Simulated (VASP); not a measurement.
# CdSe (Fm-3m) in VASP: notebook

Runs on CdSe. Level: PBEsol. Tasks: single point.

Everything below comes from runs of VASP 6.6.1. Logs are shortened: lines on timing, memory, paths and dates and some standing lists are left out, and cuts for length are marked.

**1. The cell of the first run**

It takes space group Fm-3m (No. 225, cubic). The conventional cell has a = 5.550 Å, b = 5.550 Å, c = 5.550 Å, α = 90.00°, β = 90.00°, γ = 90.00°. Cd (site symmetry m-3m) has 6 Se at 2.77 Å within 3.7 Å. Within 3.7 Å of Se (site symmetry m-3m) lie 6 Cd at 2.77 Å.

**2. Single point, PBEsol**

INCAR reads:

```
SYSTEM = CdSe
PREC     = Accurate       ! precision mode
ENCUT    = 500            ! plane-wave cutoff, eV
EDIFF    = 1E-6           ! SCF threshold, eV
ISMEAR   = -1             ! smearing method
SIGMA    = 0.05           ! smearing width, eV
LREAL    = .FALSE.        ! projectors in reciprocal space
LASPH    = .TRUE.         ! aspherical terms in the spheres
NELM     = 120            ! most SCF steps
ALGO     = Normal         ! electronic algorithm
ISIF     = 2              ! what is computed and relaxed
LWAVE    = .FALSE.        ! write WAVECAR
LCHARG   = .FALSE.        ! write CHGCAR
GGA      = PS             ! functional
NBANDS   = 16             ! bands
GGA_COMPAT= .FALSE.
```

KPOINTS reads:

```
Automatic mesh
0
G
  6 6 6
  0 0 0
```

POSCAR reads:

```
CdSe
1.0
    0.0000000000      2.7747759408      2.7747759408
    2.7747759408      0.0000000000      2.7747759408
    2.7747759408      2.7747759408      0.0000000000
Cd Se
1 1
Direct
    0.0000000000      0.0000000000      0.0000000000
    0.5000000000      0.5000000000      0.5000000000
```

Potentials or basis: VASP PAW PBE potentials, release 64 (Cd, Se).

Command:

```
$ cat potpaw_PBE.64/Cd/POTCAR potpaw_PBE.64/Se/POTCAR > POTCAR
$ mpirun -np 1 vasp_std > vasp.out
```

OUTCAR:

```text
SYSTEM = CdSe
   PREC = Accurate
   ENCUT = 500
   EDIFF = 1E-6
   ISMEAR = -1
   LREAL = .FALSE.
   LASPH = .TRUE.
   NELM = 120
   ISIF = 2
   GGA = PS

 ion  position               nearest neighbor table
   1  0.000  0.000  0.000-   2 2.77   2 2.77   2 2.77   2 2.77   2 2.77   2 2.77
   2  0.500  0.500  0.500-   1 2.77   1 2.77   1 2.77   1 2.77   1 2.77   1 2.77

  LATTYP: Found a face centered cubic cell.
 ALAT       =     5.5495518816

  Lattice vectors:

 A1 = (   0.0000000000,   2.7747759408,   2.7747759408)
 A2 = (   2.7747759408,   0.0000000000,   2.7747759408)
 A3 = (   2.7747759408,   2.7747759408,   0.0000000000)

Analysis of symmetry for initial positions (statically):
=====================================================================
 Subroutine PRICEL returns:
 Original cell was already a primitive cell.

 Routine SETGRP: Setting up the symmetry group for a
 face centered cubic supercell.

 Subroutine GETGRP returns: Found 48 space group operations
 (whereof 48 operations were pure point group operations)
 out of a pool of 48 trial point group operations.

The static configuration has the point symmetry O_h .

Analysis of symmetry for dynamics (positions and initial velocities):
=====================================================================
 Subroutine PRICEL returns:
 Original cell was already a primitive cell.

 Routine SETGRP: Setting up the symmetry group for a
 face centered cubic supercell.

 Subroutine GETGRP returns: Found 48 space group operations
 (whereof 48 operations were pure point group operations)
 out of a pool of 48 trial point group operations.

The dynamic configuration has the point symmetry O_h .

 Subroutine INISYM returns: Found 48 space group operations
 (whereof 48 operations are pure point group operations),
 and found     1 'primitive' translations

----------------------------------------------------------------------------------------

                                     Primitive cell

  volume of cell :      42.7281

  direct lattice vectors                    reciprocal lattice vectors
     0.000000000  2.774775941  2.774775941    -0.180194729  0.180194729  0.180194729
     2.774775941  0.000000000  2.774775941     0.180194729 -0.180194729  0.180194729
     2.774775941  2.774775941  0.000000000     0.180194729  0.180194729 -0.180194729

  length of vectors
     3.924125768  3.924125768  3.924125768     0.312106427  0.312106427  0.312106427

  position of ions in fractional coordinates (direct lattice)
     0.000000000  0.000000000  0.000000000
     0.500000000  0.500000000  0.500000000

  ion indices of the primitive-cell ions
   primitive index   ion index
                 1           1
                 2           2

----------------------------------------------------------------------------------------

 KPOINTS: Automatic mesh

Automatic generation of k-mesh.
 Grid dimensions read from file:
 generate k-points for:    6    6    6

 Generating k-lattice:

  Cartesian coordinates                     Fractional coordinates (reciprocal lattice)
    -0.030032455  0.030032455  0.030032455     0.166666667  0.000000000  0.000000000
     0.030032455 -0.030032455  0.030032455     0.000000000  0.166666667  0.000000000
     0.030032455  0.030032455 -0.030032455     0.000000000  0.000000000  0.166666667

  Length of vectors
     0.052017738  0.052017738  0.052017738

  Shift w.r.t. Gamma in fractional coordinates (k-lattice)
     0.000000000  0.000000000  0.000000000

 Subroutine IBZKPT returns following result:
 ===========================================

 Found     16 irreducible k-points:

 Following reciprocal coordinates:
            Coordinates               Weight
  0.000000  0.000000  0.000000      1.000000
  0.166667  0.000000  0.000000      8.000000
  0.333333  0.000000  0.000000      8.000000
  0.500000  0.000000  0.000000      4.000000
  0.166667  0.166667  0.000000      6.000000
  0.333333  0.166667  0.000000     24.000000
[... 8 lines left out ...]
 -0.333333  0.333333  0.166667     24.000000
 -0.333333  0.500000  0.166667     12.000000
   k-points           NKPTS =     16   k-points in BZ     NKDIM =     16   number of bands    NBANDS=     16
   number of dos      NEDOS =    301   number of ions     NIONS =      2
   total plane-waves  NPLWV =  27000
   dimension x,y,z NGX =    30 NGY =   30 NGZ =   30
   dimension x,y,z NGXF=    60 NGYF=   60 NGZF=   60
   ions per type =               1   1
   NGX,Y,Z   is equivalent  to a cutoff of  12.71, 12.71, 12.71 a.u.
   NGXF,Y,Z  is equivalent  to a cutoff of  25.42, 25.42, 25.42 a.u.
 SYSTEM =  CdSe
   PREC   = accura    normal or accurate (medium, high low for compatibility)
   ISTART =      0    job   : 0-new  1-cont  2-samecut
   ICHARG =      2    charge: 1-file 2-atom 10-const
   ISPIN  =      1    spin polarized calculation?
   LNONCOLLINEAR =      F non collinear calculations
   LSORBIT =      F    spin-orbit coupling
   LASPH  =      T    aspherical Exc in radial PAW
   ENCUT  =  500.0 eV  36.75 Ry    6.06 a.u.   7.15  7.15  7.15*2*pi/ulx,y,z
   NELM   =    120;   NELMIN=  2; NELMDL= -5     # of ELM steps
   EDIFF  = 0.1E-05   stopping-criterion for ELM
   LREAL  =      F    real-space projection
   EDIFFG = 0.1E-04   stopping-criterion for IOM
   NSW    =      0    number of steps for IOM
   IBRION =     -1    ionic relax: 0-MD 1-quasi-New 2-CG
   NFREE  =      0    steps in history (QN), initial steepest desc. (CG)
   ISIF   =      2    stress and relaxation
   ISYM   =      2    0-nonsym 1-usesym 2-fastsym
   POTIM  = 0.5000    time-step for ionic-motion
   TEBEG  =    0.0;   TEEND  =   0.0 temperature during run
   PSTRESS=    0.0 pullay stress
   NELECT =      18.0000    total number of electrons
   NUPDOWN=      -1.0000    fix difference up-down
   EMIN   =  10.00;   EMAX   =-10.00  energy-range for DOS
   EFERMI =   0.00;   METHOD = LEGACY
   ISMEAR =    -1;   SIGMA  =   0.05  broadening in eV -4-tet -1-fermi 0-gaus
   EFERMI_NEDOS =   21; number of points for ismear=-14 and -15
   IALGO  =     38    algorithm
   IMIX   =      4    mixing-type and parameters
     AMIX     =   0.40;   BMIX     =  1.00
     AMIX_MAG =   1.60;   BMIX_MAG =  1.00
  volume/ion in A,a.u.               =      21.36       144.17
  Fermi-wavevector in a.u.,A,eV,Ry     =   1.227235  2.319138 20.491814  1.506106
  Thomas-Fermi vector in A             =   2.362206
   LORBIT       =      0    0 simple, 1 ext, 2 COOP (PROOUT), +10 PAW based schemes
   GGA     = PS    functional components
   LHFCALC =     F    Hartree Fock is set to
   AEXX    =    0.0000 exact exchange contribution
   IVDW    =     0    specifies the selected vdW correction
   LEPSILON=     F    determine dielectric tensor
   LRPA    =     F    only Hartree local field effects (RPA)
 non-spin polarized calculation
  energy-cutoff  :      500.00
  volume of cell :       42.73
 maximum number of plane-waves:      1106
 NGX is ok and might be reduce to    30
   NGX = 15   NGY = 15   NGZ = 15

 number of electron      18.0000002 magnetization

 Free energy of the ion-electron system (eV)
  ---------------------------------------------------
  ext. energy  EPLUGINS =         0.00000000
  ---------------------------------------------------
  free energy    TOTEN  =        -5.96315875 eV

  energy without entropy =       -5.95872174  energy(sigma->0) =       -5.96094025

 E-fermi :   3.1801     XC(G=0): -10.6965

 val. band max:        3.1011511011   @ k =   0.5000   0.0000   0.0000
 cond. band min:       3.5259998577   @ k =   0.0000   0.0000   0.0000
 fundamental gap:      0.4248487567
 Fermi energy:         3.1801248336

 k-point     1 :       0.0000    0.0000    0.0000
  band No.  band energies     occupation
      1     -10.4950      2.00000
      2      -5.0042      2.00000
      3      -5.0042      2.00000
      4      -4.9839      2.00000
      5      -4.9839      2.00000
      6      -4.9839      2.00000
[... 8 lines left out ...]
     15      13.3395      0.00000
     16      13.3395      0.00000

 k-point     2 :       0.1667    0.0000    0.0000
  band No.  band energies     occupation
      1     -10.2545      2.00000
      2      -5.0834      2.00000
      3      -5.0834      2.00000
      4      -5.0134      2.00000
      5      -4.9389      2.00000
      6      -4.9389      2.00000
[... 8 lines left out ...]
     15      12.8284      0.00000
     16      12.8284      0.00000

 k-point     3 :       0.3333    0.0000    0.0000
  band No.  band energies     occupation
      1      -9.6785      2.00000
      2      -5.2388      2.00000
      3      -5.2388      2.00000
      4      -5.1337      2.00000
      5      -4.8422      2.00000
      6      -4.8422      2.00000
[... 8 lines left out ...]
     15      14.4237      0.00000
     16      14.4237      0.00000

 k-point     4 :       0.5000    0.0000    0.0000
  band No.  band energies     occupation
      1      -9.3143      2.00000
      2      -5.3132      2.00000
      3      -5.3132      2.00000
      4      -5.2655      2.00000
      5      -4.7927      2.00000
      6      -4.7927      2.00000
[... 8 lines left out ...]
     15      16.2498      0.00000
     16      16.2498      0.00000
[... 172 lines left out ...]
 k-point    14 :       0.5000    0.3333    0.1667
  band No.  band energies     occupation
      1      -9.4965      2.00000
      2      -5.1402      2.00000
      3      -5.0637      2.00000
      4      -5.0547      2.00000
      5      -4.8052      2.00000
      6      -4.6947      2.00000
[... 8 lines left out ...]
     15      16.8206      0.00000
     16      17.4747      0.00000

 k-point    15 :      -0.3333    0.3333    0.1667
  band No.  band energies     occupation
      1      -9.3477      2.00000
      2      -5.1992      2.00000
      3      -5.0303      2.00000
      4      -4.9994      2.00000
      5      -4.7600      2.00000
      6      -4.5256      2.00000
[... 8 lines left out ...]
     15      15.3321      0.00000
     16      17.9349      0.00000

 k-point    16 :      -0.3333    0.5000    0.1667
  band No.  band energies     occupation
      1      -9.3978      2.00000
      2      -5.0805      2.00000
      3      -5.0732      2.00000
      4      -4.8768      2.00000
      5      -4.7235      2.00000
      6      -4.2117      2.00000
[... 8 lines left out ...]
     15      16.6428      0.00000
     16      18.3943      0.00000

------------------------ aborting loop because EDIFF is reached ----------------------------------------

  FORCE on cell =-STRESS in cart. coord.  units (eV):
  Direction    XX          YY          ZZ          XY          YZ          ZX
  --------------------------------------------------------------------------------------
  -------------------------------------------------------------------------------------
  Total        1.0522650      1.0522650      1.0522650      0.0000000      0.0000000     -0.0000000
  in kB       39.4568090     39.4568090     39.4568090      0.0000000      0.0000000     -0.0000000
  external PRESSURE =      39.4568090 kB  Pullay stress =       0.0000000 kB

 VOLUME and BASIS-vectors are now :
 -----------------------------------------------------------------------------
  energy-cutoff  :      500.00
  volume of cell :       42.73
      direct lattice vectors                 reciprocal lattice vectors
     0.000000000  2.774775941  2.774775941    -0.180194729  0.180194729  0.180194729
     2.774775941  0.000000000  2.774775941     0.180194729 -0.180194729  0.180194729
     2.774775941  2.774775941  0.000000000     0.180194729  0.180194729 -0.180194729

 POSITION                                       TOTAL-FORCE (eV/Angst)
 -----------------------------------------------------------------------------------
      0.00000      0.00000      0.00000         0.000000      0.000000      0.000000
      2.77478      2.77478      2.77478        -0.000000     -0.000000      0.000000
 -----------------------------------------------------------------------------------
    total drift:                               -0.000000      0.000000      0.000000

  FREE ENERGIE OF THE ION-ELECTRON SYSTEM (eV)
  ---------------------------------------------------
  free  energy   TOTEN  =        -5.9631587529 eV

  energy  without entropy=       -5.9587217383  energy(sigma->0) =       -5.96094025
```

It took 6.2 s on 1 thread of Intel Xeon 6975P-C (Granite Rapids), shared host; peak memory 0.16 GiB.

Results:

| Property | Result |
| --- | --- |
| Free energy | -5.9632 eV |
| Pressure | 3.9 GPa |
| Band gap on the k mesh | zero (band 9 reaches 3.10 eV, above the bottom of band 10 at 2.55 eV) |

Levels at points of the mesh, in eV from the Fermi level:
```csv
k point,band 7,band 8,band 9,band 10,band 11,band 12
"(0.00, 0.00, 0.00)",-0.85,-0.85,-0.85,0.35,8.60,8.60
"(0.50, 0.00, 0.00)",-5.57,-0.08,-0.08,2.76,5.08,5.08
"(0.50, 0.50, 0.00)",-4.90,-2.54,-2.54,-0.63,5.15,10.31
```

Caveat: the PAW data sets were made with another functional, which shifts forces and pressure a little.

**3. Single point, PBEsol**

This run uses another cell than the first one, of 21.96 Å³/atom, 1.028 times its volume.

INCAR reads:

```
PREC = Accurate ; ENCUT = 500
EDIFF = 1E-6 ; ISMEAR = -1
SIGMA = 0.05 ; LREAL = F
LASPH = T ; NELM = 120
ALGO = Normal ; ISIF = 2
LWAVE = F ; LCHARG = F
GGA = PS ; NBANDS = 16
GGA_COMPAT = F
```

KPOINTS reads:

```
regular mesh
0
Gamma
  6 6 6
```

POSCAR reads:

```
CdSe
1.0
    0.0000000000      2.8002340229      2.8002340229
    2.8002340229      0.0000000000      2.8002340229
    2.8002340229      2.8002340229      0.0000000000
Cd Se
1 1
Direct
    0.0000000000      0.0000000000      0.0000000000
    0.5000000000      0.5000000000      0.5000000000
```

Potentials or basis: VASP PAW PBE potentials, release 64 (Cd, Se).

Command:

```
$ cat potpaw_PBE.64/Cd/POTCAR potpaw_PBE.64/Se/POTCAR > POTCAR
$ mpirun -np 1 vasp_std > vasp.out
```

Run time: 6.1 s. Hardware: 1 thread of Intel Xeon 6975P-C (Granite Rapids), shared host; peak memory 0.16 GiB.

The run converged. Its results:

- Free energy: -5.9835 eV
- Pressure: 1.6 GPa
- Band gap on the k mesh: zero (band 9 reaches 2.82 eV, above the bottom of band 10 at 2.29 eV)

Levels at points of the mesh, in eV from the Fermi level:
```csv
k point,band 6,band 7,band 8,band 9,band 10,band 11,band 12,band 13
"(0.00, 0.00, 0.00)",-8.09,-0.80,-0.80,-0.80,0.23,8.58,8.58,8.58
"(0.50, 0.00, 0.00)",-7.91,-5.43,-0.08,-0.08,2.79,5.10,5.10,6.41
"(0.50, 0.50, 0.00)",-7.24,-4.70,-2.43,-2.43,-0.62,5.19,10.11,10.72
```

Caveat: the PAW data sets were made with another functional, which shifts forces and pressure a little.

**4. Single point, PBEsol**

This run uses another cell than the first one, of 22.55 Å³/atom, 1.056 times its volume.

INCAR reads:

```
  ALGO = Normal
  EDIFF = 1E-6
  ENCUT = 500
  GGA = PS
  GGA_COMPAT = False
  ISIF = 2
  ISMEAR = -1
  LASPH = True
  LCHARG = True
  LELF = True
  LREAL = False
  LVHAR = True
  LWAVE = False
  NBANDS = 16
  NELM = 120
  PREC = Accurate
  SIGMA = 0.05
```

KPOINTS reads:

```
k-points
0
Gamma
  6 6 6
```

POSCAR reads:

```
CdSe
1.0
    0.0000000000      2.8252374353      2.8252374353
    2.8252374353      0.0000000000      2.8252374353
    2.8252374353      2.8252374353      0.0000000000
Cd Se
1 1
Direct
    0.0000000000      0.0000000000      0.0000000000
    0.5000000000      0.5000000000      0.5000000000
```

Potentials or basis: VASP PAW PBE potentials, release 64 (Cd, Se).

Command:

```
$ cat potpaw_PBE.64/Cd/POTCAR potpaw_PBE.64/Se/POTCAR > POTCAR
$ mpirun -np 1 vasp_std > vasp.out
```

OUTCAR:

```text
EDIFF = 1E-6
   ENCUT = 500
   GGA = PS
   ISIF = 2
   ISMEAR = -1
   LASPH = True
   LREAL = False
   NELM = 120
   PREC = Accurate

 ion  position               nearest neighbor table
   1  0.000  0.000  0.000-   2 2.83   2 2.83   2 2.83   2 2.83   2 2.83   2 2.83
   2  0.500  0.500  0.500-   1 2.83   1 2.83   1 2.83   1 2.83   1 2.83   1 2.83

  LATTYP: Found a face centered cubic cell.
 ALAT       =     5.6504748706

  Lattice vectors:

 A1 = (   0.0000000000,   2.8252374353,   2.8252374353)
 A2 = (   2.8252374353,   0.0000000000,   2.8252374353)
 A3 = (   2.8252374353,   2.8252374353,   0.0000000000)

Analysis of symmetry for initial positions (statically):
=====================================================================
 Subroutine PRICEL returns:
 Original cell was already a primitive cell.

 Routine SETGRP: Setting up the symmetry group for a
 face centered cubic supercell.

 Subroutine GETGRP returns: Found 48 space group operations
 (whereof 48 operations were pure point group operations)
 out of a pool of 48 trial point group operations.
[... 150 lines left out ...]
  free energy    TOTEN  =        -5.98814111 eV

  energy without entropy =       -5.98334893  energy(sigma->0) =       -5.98574502

 E-fermi :   2.6517     XC(G=0): -10.4332

 val. band max:        2.5628654668   @ k =   0.5000   0.0000   0.0000
 cond. band min:       2.7670427668   @ k =   0.0000   0.0000   0.0000
 fundamental gap:      0.2041772999
 Fermi energy:         2.6516552294

 k-point     1 :       0.0000    0.0000    0.0000
  band No.  band energies     occupation
      1     -10.6419      2.00000
      2      -5.3862      2.00000
      3      -5.3862      2.00000
      4      -5.3670      2.00000
      5      -5.3670      2.00000
      6      -5.3670      2.00000
[... 281 lines left out ...]
      3      -5.4376      2.00000
      4      -5.2689      2.00000
      5      -5.1445      2.00000
      6      -4.7153      2.00000
[... 8 lines left out ...]
     15      15.7920      0.00000
     16      17.6619      0.00000

------------------------ aborting loop because EDIFF is reached ----------------------------------------

  FORCE on cell =-STRESS in cart. coord.  units (eV):
  Direction    XX          YY          ZZ          XY          YZ          ZX
  --------------------------------------------------------------------------------------
  -------------------------------------------------------------------------------------
  Total       -0.0945499     -0.0945499     -0.0945499      0.0000000      0.0000000      0.0000000
  in kB       -3.3587437     -3.3587437     -3.3587437      0.0000000      0.0000000      0.0000000
  external PRESSURE =      -3.3587437 kB  Pullay stress =       0.0000000 kB

 VOLUME and BASIS-vectors are now :
 -----------------------------------------------------------------------------
  energy-cutoff  :      500.00
  volume of cell :       45.10
      direct lattice vectors                 reciprocal lattice vectors
     0.000000000  2.825237435  2.825237435    -0.176976276  0.176976276  0.176976276
     2.825237435  0.000000000  2.825237435     0.176976276 -0.176976276  0.176976276
     2.825237435  2.825237435  0.000000000     0.176976276  0.176976276 -0.176976276

 POSITION                                       TOTAL-FORCE (eV/Angst)
 -----------------------------------------------------------------------------------
      0.00000      0.00000      0.00000         0.000000      0.000000      0.000000
      2.82524      2.82524      2.82524         0.000000      0.000000     -0.000000
 -----------------------------------------------------------------------------------
    total drift:                               -0.000000      0.000000      0.000000

  FREE ENERGIE OF THE ION-ELECTRON SYSTEM (eV)
  ---------------------------------------------------
  free  energy   TOTEN  =        -5.9881411127 eV

  energy  without entropy=       -5.9833489264  energy(sigma->0) =       -5.98574502
```

It took 6.5 s on 1 thread of Intel Xeon 6975P-C (Granite Rapids), shared host; peak memory 0.17 GiB.

What came out:

```yaml
Free_energy: -5.9881 eV
Pressure: -0.3 GPa
Band_gap_on_the_k_mesh: zero (band 9 reaches 2.56 eV, above the bottom of band 10 at 2.04 eV)
```

Caveat: the PAW data sets were made with another functional, which shifts forces and pressure a little.

(Part 1 of 2 ends here.)
